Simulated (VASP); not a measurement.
Write the native input for VASP 6.6.1 that does the following.

```yaml
Task: single point
Functional: PBE
Potentials_or_basis: VASP PAW PBE potentials, release 64 (Ni, Ru_pv, C, N)
Cutoff: 520 eV
k_mesh: 4 × 4 × 4
Occupations: gaussian, width 0.1 eV
Spin: collinear spin, ferromagnetic start
Starting_moments: "[2.0, 1.0, 0.0, 0.0, 0.0, 0.0, 0.0, 0.0, 0.0, 0.0, 0.0, 0.0, 0.0, 0.0] μB"
Dipole_correction: no
Further_INCAR_settings: ALGO = Normal; EDIFF = 1e-06; NBANDS = 56
```

The structure of NiRuC6N6 lies in POSCAR:

```
NiRuC6N6
1.0
    0.0000000000      5.0735000000      5.0735000000
    5.0735000000      0.0000000000      5.0735000000
    5.0735000000      5.0735000000      0.0000000000
Ni Ru C N
1 1 6 6
Direct
    0.5000000000      0.5000000000      0.5000000000
    0.0000000000      0.0000000000      0.0000000000
    0.8131467400      0.1868532600      0.1868532600
    0.1868532600      0.8131467400      0.1868532600
    0.1868532600      0.1868532600      0.8131467400
    0.1868532600      0.8131467400      0.8131467400
    0.8131467400      0.1868532600      0.8131467400
    0.8131467400      0.8131467400      0.1868532600
    0.6978417300      0.3021582700      0.3021582700
    0.3021582700      0.6978417300      0.3021582700
    0.3021582700      0.3021582700      0.6978417300
    0.3021582700      0.6978417300      0.6978417300
    0.6978417300      0.3021582700      0.6978417300
    0.6978417300      0.6978417300      0.3021582700
```

One way to write it, as run:

INCAR

```
SYSTEM = NiRuC6N6
  PREC = Accurate
  ENCUT = 520
  EDIFF = 1E-6
  ISMEAR = 0
  SIGMA = 0.1
  LREAL = .FALSE.
  LASPH = .TRUE.
  NELM = 150
  ALGO = Normal
  ISIF = 2
  LWAVE = .FALSE.
  LCHARG = .TRUE.
  ISPIN = 2
  MAGMOM = 2 1 0 0 0 0 0 0 0 0 0 0 0 0
  LORBIT = 11
  LMAXMIX = 4
  GGA = PE
  LELF = .TRUE.
  LVHAR = .TRUE.
  NBANDS = 56
```

KPOINTS

```
regular mesh
0
G
  4 4 4
  0 0 0
```

Potentials or basis: VASP PAW PBE potentials, release 64 (Ni, Ru_pv, C, N).

Command:

```console
$ cat potpaw_PBE.64/Ni/POTCAR potpaw_PBE.64/Ru_pv/POTCAR potpaw_PBE.64/C/POTCAR potpaw_PBE.64/N/POTCAR > POTCAR
$ mpirun -np 1 vasp_std > vasp.out
```

Results of the run:

```json
{"Pressure": "5.2 GPa", "Largest force": "2.661 eV/Å", "Net moment": "0.61 μB per cell", "Site moments": "Ni +0.68; Ru -0.12; C +0.00; N +0.01 μB", "Valence electrons inside the program's atomic spheres": "Ni 9.02; Ru 13.43; C 2.62; N 3.87"}
```

Caveat: the cell stands under pressure; a cell with one magnetic atom can't hold antiferromagnetic order, which such compounds often take; forces of over 1 eV/Å act on the atoms, so gaps and moduli don't describe the material at rest.

It took 9.5 min on 1 thread of Intel(R) Xeon(R) Platinum 8559C (Emerald Rapids), with other jobs on the host, peak memory 0.62 GiB.
